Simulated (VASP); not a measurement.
**BN: single point with PBE**

The system is BN.

```xyz
4
Lattice="2.5439 0.0000 0.0000 -1.2720 2.2031 0.0000 0.0000 0.0000 4.0816" Properties=species:S:1:pos:R:3 pbc="T T T"
B     0.0000    1.4688   -0.0004
B     1.2720    0.7344    2.0404
N     0.0000    1.4688    1.5310
N     1.2720    0.7344    3.5718
```

This cell differs from its parent crystal: uniaxial z strain -3.0%.

```
Program             : VASP 6.6.1
Task                : single point
Functional          : PBE
Potentials or basis : VASP PAW PBE potentials, release 64 (B, N)
Cutoff              : 520 eV
k mesh              : 12 × 12 × 6
Occupations         : fermi-dirac, width 0.02 eV
Spin                : no spin polarisation
```

```
Pressure               : 18.1 GPa
Largest force          : 0.041 eV/Å
Band gap on the k mesh : 5.29 eV, indirect (least direct gap 8.24 eV)
```

Forces on the atoms (eV/Å):
```
B    0.000  0.000 -0.041
B    0.000  0.000 -0.041
N    0.000  0.000  0.041
N    0.000  0.000  0.041
```

Stress tensor (GPa, compression positive):
```
 7.26  0.00  0.00
 0.00  7.26  0.00
 0.00  0.00 39.91
```

Levels at points of the mesh, in eV from the valence-band top:
| k point | band 4 | band 5 | band 6 | band 7 | band 8 | band 9 | band 10 | band 11 | band 12 | band 13 |
| --- | --- | --- | --- | --- | --- | --- | --- | --- | --- | --- |
| (0.00, 0.00, 0.00) | -2.43 | -2.43 | -0.16 | 0.00 | 0.00 | 8.24 | 8.24 | 9.33 | 9.71 | 11.07 |
| (0.50, 0.00, 0.00) | -7.71 | -7.11 | -5.32 | -4.61 | -2.06 | 6.53 | 8.31 | 10.62 | 11.70 | 14.18 |
| (0.00, 0.00, 0.50) | -5.54 | -1.35 | -1.35 | -1.35 | -1.35 | 9.39 | 9.39 | 9.92 | 9.92 | 9.92 |
| (0.50, 0.00, 0.50) | -10.27 | -3.96 | -3.96 | -3.49 | -3.49 | 6.79 | 6.79 | 10.48 | 10.48 | 14.63 |

Wall time 46 s on 1 thread of AMD EPYC 7R13, with other jobs on the host, peak memory 0.11 GiB.

Caveat: the cell differs from its parent crystal (uniaxial z strain -3.0%). A k mesh can miss the band edges.
